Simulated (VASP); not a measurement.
# Lu (Pm-3m) in VASP: further runs

Runs on Lu. Level: revPBE. Tasks: single point.

Program: VASP 6.6.1. These are calculated values, not measurements. Logs are shortened: lines on timing, memory, paths and dates and some standing lists are left out, and cuts for length are marked.

## Step 1: The cell of the first run

The structure is cubic, space group Pm-3m (No. 221). The conventional cell has a = 3.116 Å, b = 3.116 Å, c = 3.116 Å, α = 90.00°, β = 90.00°, γ = 90.00°. Lu (site symmetry m-3m) has 6 Lu at 3.12 Å within 4.1 Å.

This isn't the form of Lu at room conditions, which is hcp.

## Step 2: Single point, revPBE (30.24 Å³/atom)

INCAR reads:

```
ALGO = Normal
EDIFF = 1E-7
ENCUT = 520
GGA = RE
ISIF = 2
ISMEAR = -1
LASPH = T
LCHARG = F
LREAL = F
LWAVE = F
NBANDS = 18
NELM = 100
PREC = Accurate
SIGMA = 0.1
```

KPOINTS reads:

```
k-points
0
Gamma
  11 11 11
```

POSCAR reads:

```
Lu
1.0
    3.1155033784      0.0000000000      0.0000000000
    0.0000000000      3.1155033784      0.0000000000
    0.0000000000      0.0000000000      3.1155033784
Lu
1
Direct
    0.0000000000      0.0000000000      0.0000000000
```

Potentials or basis: VASP PAW PBE potentials, release 64 (Lu).

Command:

```sh
$ cat potpaw_PBE.64/Lu/POTCAR > POTCAR
$ mpirun -np 1 vasp_std > vasp.out
```

OUTCAR:

```text
EDIFF = 1E-7
   ENCUT = 520
   GGA = RE
   ISIF = 2
   ISMEAR = -1
   LASPH = T
   LREAL = F
   NELM = 100
   PREC = Accurate

 ion  position               nearest neighbor table
   1  0.000  0.000  0.000-

  LATTYP: Found a simple cubic cell.
 ALAT       =     3.1155033784

  Lattice vectors:

 A1 = (   3.1155033784,   0.0000000000,   0.0000000000)
 A2 = (   0.0000000000,   3.1155033784,   0.0000000000)
 A3 = (   0.0000000000,   0.0000000000,   3.1155033784)

Analysis of symmetry for initial positions (statically):
=====================================================================
 Subroutine PRICEL returns:
 Original cell was already a primitive cell.

 Routine SETGRP: Setting up the symmetry group for a
 simple cubic supercell.

 Subroutine GETGRP returns: Found 48 space group operations
 (whereof 48 operations were pure point group operations)
 out of a pool of 48 trial point group operations.

The static configuration has the point symmetry O_h .

Analysis of symmetry for dynamics (positions and initial velocities):
=====================================================================
 Subroutine PRICEL returns:
 Original cell was already a primitive cell.

 Routine SETGRP: Setting up the symmetry group for a
 simple cubic supercell.

 Subroutine GETGRP returns: Found 48 space group operations
 (whereof 48 operations were pure point group operations)
 out of a pool of 48 trial point group operations.

The dynamic configuration has the point symmetry O_h .

 Subroutine INISYM returns: Found 48 space group operations
 (whereof 48 operations are pure point group operations),
 and found     1 'primitive' translations

----------------------------------------------------------------------------------------

                                     Primitive cell

  volume of cell :      30.2402

  direct lattice vectors                    reciprocal lattice vectors
     3.115503378  0.000000000  0.000000000     0.320975418  0.000000000  0.000000000
     0.000000000  3.115503378  0.000000000     0.000000000  0.320975418  0.000000000
     0.000000000  0.000000000  3.115503378     0.000000000  0.000000000  0.320975418

  length of vectors
     3.115503378  3.115503378  3.115503378     0.320975418  0.320975418  0.320975418

  position of ions in fractional coordinates (direct lattice)
     0.000000000  0.000000000  0.000000000

  ion indices of the primitive-cell ions
   primitive index   ion index
                 1           1

----------------------------------------------------------------------------------------

 KPOINTS: k-points

Automatic generation of k-mesh.
 Grid dimensions read from file:
 generate k-points for:   11   11   11

 Generating k-lattice:

  Cartesian coordinates                     Fractional coordinates (reciprocal lattice)
     0.029179583  0.000000000  0.000000000     0.090909091  0.000000000  0.000000000
     0.000000000  0.029179583  0.000000000     0.000000000  0.090909091  0.000000000
     0.000000000  0.000000000  0.029179583     0.000000000  0.000000000  0.090909091

  Length of vectors
     0.029179583  0.029179583  0.029179583

  Shift w.r.t. Gamma in fractional coordinates (k-lattice)
     0.000000000  0.000000000  0.000000000

 Subroutine IBZKPT returns following result:
 ===========================================

 Found     56 irreducible k-points:

 Following reciprocal coordinates:
            Coordinates               Weight
  0.000000  0.000000  0.000000      1.000000
  0.090909  0.000000  0.000000      6.000000
  0.181818  0.000000  0.000000      6.000000
  0.272727  0.000000  0.000000      6.000000
  0.363636  0.000000  0.000000      6.000000
  0.454545  0.000000  0.000000      6.000000
[... 16 lines left out ...]
  0.181818  0.090909  0.090909     24.000000
  0.272727  0.090909  0.090909     24.000000
 [... further k-points ...]
   k-points           NKPTS =     56   k-points in BZ     NKDIM =     56   number of bands    NBANDS=     18
   number of dos      NEDOS =    301   number of ions     NIONS =      1
   total plane-waves  NPLWV =  13824
   dimension x,y,z NGX =    24 NGY =   24 NGZ =   24
   dimension x,y,z NGXF=    48 NGYF=   48 NGZF=   48
   ions per type =               1
   NGX,Y,Z   is equivalent  to a cutoff of  12.81, 12.81, 12.81 a.u.
   NGXF,Y,Z  is equivalent  to a cutoff of  25.61, 25.61, 25.61 a.u.
 SYSTEM =  unknown system
   PREC   = accura    normal or accurate (medium, high low for compatibility)
   ISTART =      0    job   : 0-new  1-cont  2-samecut
   ICHARG =      2    charge: 1-file 2-atom 10-const
   ISPIN  =      1    spin polarized calculation?
   LNONCOLLINEAR =      F non collinear calculations
   LSORBIT =      F    spin-orbit coupling
   LASPH  =      T    aspherical Exc in radial PAW
   ENCUT  =  520.0 eV  38.22 Ry    6.18 a.u.   5.79  5.79  5.79*2*pi/ulx,y,z
   NELM   =    100;   NELMIN=  2; NELMDL= -5     # of ELM steps
   EDIFF  = 0.1E-06   stopping-criterion for ELM
   LREAL  =      F    real-space projection
   EDIFFG = 0.1E-05   stopping-criterion for IOM
   NSW    =      0    number of steps for IOM
   IBRION =     -1    ionic relax: 0-MD 1-quasi-New 2-CG
   NFREE  =      0    steps in history (QN), initial steepest desc. (CG)
   ISIF   =      2    stress and relaxation
   ISYM   =      2    0-nonsym 1-usesym 2-fastsym
   POTIM  = 0.5000    time-step for ionic-motion
   TEBEG  =    0.0;   TEEND  =   0.0 temperature during run
   PSTRESS=    0.0 pullay stress
   NELECT =      25.0000    total number of electrons
   NUPDOWN=      -1.0000    fix difference up-down
   EMIN   =  10.00;   EMAX   =-10.00  energy-range for DOS
   EFERMI =   0.00;   METHOD = LEGACY
   ISMEAR =    -1;   SIGMA  =   0.10  broadening in eV -4-tet -1-fermi 0-gaus
   EFERMI_NEDOS =   21; number of points for ismear=-14 and -15
   IALGO  =     38    algorithm
   IMIX   =      4    mixing-type and parameters
     AMIX     =   0.40;   BMIX     =  1.00
     AMIX_MAG =   1.60;   BMIX_MAG =  1.00
  volume/ion in A,a.u.               =      30.24       204.07
  Fermi-wavevector in a.u.,A,eV,Ry     =   1.536479  2.903524 32.120192  2.360767
  Thomas-Fermi vector in A             =   2.643122
   LORBIT       =      0    0 simple, 1 ext, 2 COOP (PROOUT), +10 PAW based schemes
   GGA     = RE    functional components
   LHFCALC =     F    Hartree Fock is set to
   AEXX    =    0.0000 exact exchange contribution
   IVDW    =     0    specifies the selected vdW correction
   LEPSILON=     F    determine dielectric tensor
   LRPA    =     F    only Hartree local field effects (RPA)
 non-spin polarized calculation
  energy-cutoff  :      520.00
  volume of cell :       30.24
 maximum number of plane-waves:       837
 NGX is ok and might be reduce to    24
   NGX = 11   NGY = 11   NGZ = 11

 number of electron      24.9999996 magnetization

 Free energy of the ion-electron system (eV)
  ---------------------------------------------------
  ext. energy  EPLUGINS =         0.00000000
  ---------------------------------------------------
  free energy    TOTEN  =        -3.37483444 eV

  energy without entropy =       -3.31426866  energy(sigma->0) =       -3.34455155

 E-fermi :   2.1342     XC(G=0): -10.3269

 val. band max:        2.1282938975   @ k =   0.4545   0.3636   0.3636
 cond. band min:       2.1365782765   @ k =   0.1818   0.0909   0.0909
 fundamental gap:      0.0082843790
 Fermi energy:         2.1341708787

 k-point     1 :       0.0000    0.0000    0.0000
  band No.  band energies     occupation
      1     -54.4657      2.00000
      2     -24.8126      2.00000
      3     -24.8126      2.00000
      4     -24.8126      2.00000
      5      -3.7025      2.00000
      6      -3.1725      2.00000
[... 10 lines left out ...]
     17       8.6726      0.00000
     18      13.3314      0.00000

 k-point     2 :       0.0909    0.0000    0.0000
  band No.  band energies     occupation
      1     -54.4627      2.00000
      2     -24.8698      2.00000
      3     -24.8078      2.00000
      4     -24.8078      2.00000
      5      -3.5195      2.00000
      6      -3.1761      2.00000
[... 10 lines left out ...]
     17       8.6981      0.00000
     18      12.3868      0.00000

 k-point     3 :       0.1818    0.0000    0.0000
  band No.  band energies     occupation
      1     -54.4547      2.00000
      2     -25.0206      2.00000
      3     -24.7950      2.00000
      4     -24.7950      2.00000
      5      -3.1857      2.00000
      6      -3.1753      2.00000
[... 10 lines left out ...]
     17       8.7675      0.00000
     18      10.9539      0.00000

 k-point     4 :       0.2727    0.0000    0.0000
  band No.  band energies     occupation
      1     -54.4442      2.00000
      2     -25.2122      2.00000
      3     -24.7781      2.00000
      4     -24.7781      2.00000
      5      -3.2031      2.00000
      6      -3.1979      2.00000
[... 10 lines left out ...]
     17       8.8604      0.00000
     18      10.0772      0.00000

 k-point     5 :       0.3636    0.0000    0.0000
  band No.  band energies     occupation
      1     -54.4345      2.00000
      2     -25.3828      2.00000
      3     -24.7625      2.00000
      4     -24.7625      2.00000
      5      -3.2269      2.00000
      6      -3.2086      2.00000
[... 10 lines left out ...]
     17       8.9480      0.00000
     18      10.1749      0.00000

 k-point     6 :       0.4545    0.0000    0.0000
  band No.  band energies     occupation
      1     -54.4287      2.00000
      2     -25.4820      2.00000
      3     -24.7532      2.00000
      4     -24.7532      2.00000
      5      -3.2399      2.00000
      6      -3.2149      2.00000
[... 307 lines left out ...]
 k-point    21 :       0.4545    0.4545    0.0000
  band No.  band energies     occupation
      1     -54.3925      2.00000
      2     -25.3935      2.00000
      3     -25.3920      2.00000
      4     -24.6967      2.00000
      5      -3.2240      2.00000
      6      -3.2237      2.00000
[... 10 lines left out ...]
     17       6.3067      0.00000
     18      10.6296      0.00000

 k-point    22 :       0.0909    0.0909    0.0909
  band No.  band energies     occupation
      1     -54.4568      2.00000
      2     -24.8661      2.00000
      3     -24.8568      2.00000
      4     -24.8568      2.00000
      5      -3.1846      2.00000
      6      -3.1719      2.00000
[... 10 lines left out ...]
     17       7.9895      0.00000
     18      12.9712      0.00000

 k-point    23 :       0.1818    0.0909    0.0909
  band No.  band energies     occupation
      1     -54.4488      2.00000
      2     -25.0098      2.00000
      3     -24.8491      2.00000
      4     -24.8435      2.00000
      5      -3.1803      2.00000
      6      -3.1706      2.00000
[... 10 lines left out ...]
     17       8.0317      0.00000
     18      11.9009      0.00000

 k-point    24 :       0.2727    0.0909    0.0909
  band No.  band energies     occupation
      1     -54.4383      2.00000
      2     -25.1999      2.00000
      3     -24.8316      2.00000
      4     -24.8260      2.00000
      5      -3.1986      2.00000
      6      -3.1919      2.00000
[... 10 lines left out ...]
     17       8.1510      0.00000
     18      10.8706      0.00000

 [... further k-points ...]
[... 5 lines left out ...]
  --------------------------------------------------------------------------------------
  -------------------------------------------------------------------------------------
  Total        0.8189784      0.8189784      0.8189784     -0.0000000     -0.0000000      0.0000000
  in kB       43.3908671     43.3908671     43.3908671     -0.0000000     -0.0000000      0.0000000
  external PRESSURE =      43.3908671 kB  Pullay stress =       0.0000000 kB

 VOLUME and BASIS-vectors are now :
 -----------------------------------------------------------------------------
  energy-cutoff  :      520.00
  volume of cell :       30.24
      direct lattice vectors                 reciprocal lattice vectors
     3.115503378  0.000000000  0.000000000     0.320975418  0.000000000  0.000000000
     0.000000000  3.115503378  0.000000000     0.000000000  0.320975418  0.000000000
     0.000000000  0.000000000  3.115503378     0.000000000  0.000000000  0.320975418

 POSITION                                       TOTAL-FORCE (eV/Angst)
 -----------------------------------------------------------------------------------
      0.00000      0.00000      0.00000         0.000000      0.000000      0.000000
 -----------------------------------------------------------------------------------
    total drift:                                0.000000     -0.000000      0.000000

  FREE ENERGIE OF THE ION-ELECTRON SYSTEM (eV)
  ---------------------------------------------------
  free  energy   TOTEN  =        -3.3748344437 eV

  energy  without entropy=       -3.3142686603  energy(sigma->0) =       -3.34455155
```

It took 10 s on 1 thread of Intel Xeon 6975P-C (Granite Rapids), shared host; peak memory 0.17 GiB.

What came out:

* Free energy: -3.3748 eV
* Pressure: 4.3 GPa
* Band gap on the k mesh: zero (an odd number of electrons rules out a gap without spin polarisation)

Caveat: the cell stands under pressure; the PAW data sets were made with another functional, which shifts forces and pressure a little; spin-orbit coupling is left out, which moves the levels of the heavy elements.

## Step 3: Single point, revPBE (31.61 Å³/atom)

This run uses another cell than the first one, of 31.61 Å³/atom.

INCAR reads:

```
SYSTEM = Lu
ALGO = Normal ; EDIFF = 1E-7
ENCUT = 520 ; GGA = RE
ISIF = 2 ; ISMEAR = -1
LASPH = .True. ; LCHARG = .False.
LREAL = .False. ; LWAVE = .False.
NBANDS = 18 ; NELM = 100
PREC = Accurate ; SIGMA = 0.1
```

KPOINTS reads:

```
k-points
0
Gamma
  11 11 11
  0 0 0
```

POSCAR reads:

```
Lu
1.0
    3.1620102853      0.0000000000      0.0000000000
    0.0000000000      3.1620102853      0.0000000000
    0.0000000000      0.0000000000      3.1620102853
Lu
1
Direct
    0.0000000000      0.0000000000      0.0000000000
```

Potentials or basis: VASP PAW PBE potentials, release 64 (Lu).

Command:

```sh
$ cat potpaw_PBE.64/Lu/POTCAR > POTCAR
$ mpirun -np 1 vasp_std > vasp.out
```

It took 9.5 s on 1 thread of Intel Xeon 6975P-C (Granite Rapids), shared host; peak memory 0.16 GiB.

The run converged. Its results:

* Free energy: -3.4051 eV
* Pressure: 2.6 GPa
* Band gap on the k mesh: zero (an odd number of electrons rules out a gap without spin polarisation)

Levels at points of the mesh, in eV from the Fermi level:
```
           k point  band 8  band 9  band 10  band 11  band 12  band 13  band 14  band 15  band 16  band 17
(0.00, 0.00, 0.00)   -5.37   -5.34    -5.34    -5.34    -5.31    -0.42    -0.42     6.26     6.26     6.26
```

Caveat: the PAW data sets were made with another functional, which shifts forces and pressure a little; spin-orbit coupling is left out, which moves the levels of the heavy elements.

## Step 4: Single point, revPBE (32.99 Å³/atom)

This run uses another cell than the first one, of 32.99 Å³/atom.

INCAR reads:

```
PREC = Accurate ; ENCUT = 520
EDIFF = 1E-7 ; ISMEAR = -1
SIGMA = 0.1 ; LREAL = F
LASPH = T ; NELM = 100
ALGO = Normal ; ISIF = 2
LWAVE = F ; LCHARG = F
GGA = RE ; NBANDS = 18
```

KPOINTS reads:

```
Automatic mesh
0
Gamma
  11 11 11
```

POSCAR reads:

```
Lu
1.0
    3.2071879645      0.0000000000      0.0000000000
    0.0000000000      3.2071879645      0.0000000000
    0.0000000000      0.0000000000      3.2071879645
Lu
1
Direct
    0.0000000000      0.0000000000      0.0000000000
```

Command:

```sh
$ cat potpaw_PBE.64/Lu/POTCAR > POTCAR
$ mpirun -np 1 vasp_std > vasp.out
```

Wall time 11 s (1 thread of Intel Xeon 6975P-C (Granite Rapids), shared host); peak memory 0.17 GiB.

It converged, with:

```
Free energy            : -3.4219 eV
Pressure               : 1.2 GPa
Band gap on the k mesh : zero (an odd number of electrons rules out a gap without spin polarisation)
```

Levels at points of the mesh, in eV from the Fermi level:
| k point | band 9 | band 10 | band 11 | band 12 | band 13 | band 14 | band 15 | band 16 |
| --- | --- | --- | --- | --- | --- | --- | --- | --- |
| (0.00, 0.00, 0.00) | -5.41 | -5.41 | -5.41 | -5.39 | -0.37 | -0.37 | 6.00 | 6.00 |

Caveat: the PAW data sets were made with another functional, which shifts forces and pressure a little; spin-orbit coupling is left out, which moves the levels of the heavy elements.

## Step 5: Single point, revPBE (34.36 Å³/atom)

This run uses another cell than the first one, of 34.36 Å³/atom.

INCAR reads:

```
SYSTEM = Lu
PREC     = Accurate       ! precision mode
ENCUT    = 520            ! plane-wave cutoff, eV
EDIFF    = 1E-6           ! SCF threshold, eV
ISMEAR   = -1             ! smearing method
SIGMA    = 0.1            ! smearing width, eV
LREAL    = .FALSE.        ! projectors in reciprocal space
LASPH    = .TRUE.         ! aspherical terms in the spheres
NELM     = 100            ! most SCF steps
ALGO     = Normal         ! electronic algorithm
ISIF     = 2              ! what is computed and relaxed
LWAVE    = .FALSE.        ! write WAVECAR
LCHARG   = .FALSE.        ! write CHGCAR
GGA      = RE             ! functional
NBANDS   = 18             ! bands
```

KPOINTS reads:

```
regular mesh
0
G
  11 11 11
  0 0 0
```

POSCAR reads:

```
Lu
1.0
    3.2511275064      0.0000000000      0.0000000000
    0.0000000000      3.2511275064      0.0000000000
    0.0000000000      0.0000000000      3.2511275064
Lu
1
Direct
    0.0000000000      0.0000000000      0.0000000000
```

Command:

```sh
$ cat potpaw_PBE.64/Lu/POTCAR > POTCAR
$ mpirun -np 1 vasp_std > vasp.out
```

It took 9.3 s on 1 thread of Intel Xeon 6975P-C (Granite Rapids), shared host; peak memory 0.16 GiB.

The run converged. Its results:

```
Free energy            : -3.4272 eV
Pressure               : 0.0 GPa
Band gap on the k mesh : zero (an odd number of electrons rules out a gap without spin polarisation)
```

Levels at points of the mesh, in eV from the Fermi level:
```
           k point  band 8  band 9  band 10  band 11  band 12  band 13  band 14  band 15  band 16  band 17
(0.00, 0.00, 0.00)   -5.51   -5.49    -5.49    -5.49    -5.46    -0.33    -0.33     5.77     5.77     5.77
```

Caveat: the PAW data sets were made with another functional, which shifts forces and pressure a little; spin-orbit coupling is left out, which moves the levels of the heavy elements.

## Step 6: Summary

| cell | gap on the mesh (eV) | pressure (GPa) |
| --- | --- | --- |
| a = 3.116 Å, 1 atom | none | 4.3 |
| a = 3.162 Å, 1 atom | none | 2.6 |
| a = 3.207 Å, 1 atom | none | 1.2 |
| a = 3.251 Å, 1 atom | none | 0.0 |

Alike in all rows: task single point; level revPBE; potentials or basis VASP PAW PBE potentials, release 64 (Lu); no spin polarisation; k mesh 11 × 11 × 11; cutoff (eV) 520; smearing fermi-dirac 0.1 eV.

Caveats: the PAW data sets were made with another functional, which shifts forces and pressure a little; spin-orbit coupling is left out, which moves the levels of the heavy elements; the cell stands under pressure (at least some runs).

Absolute energies hang on the potentials; compare differences alone.
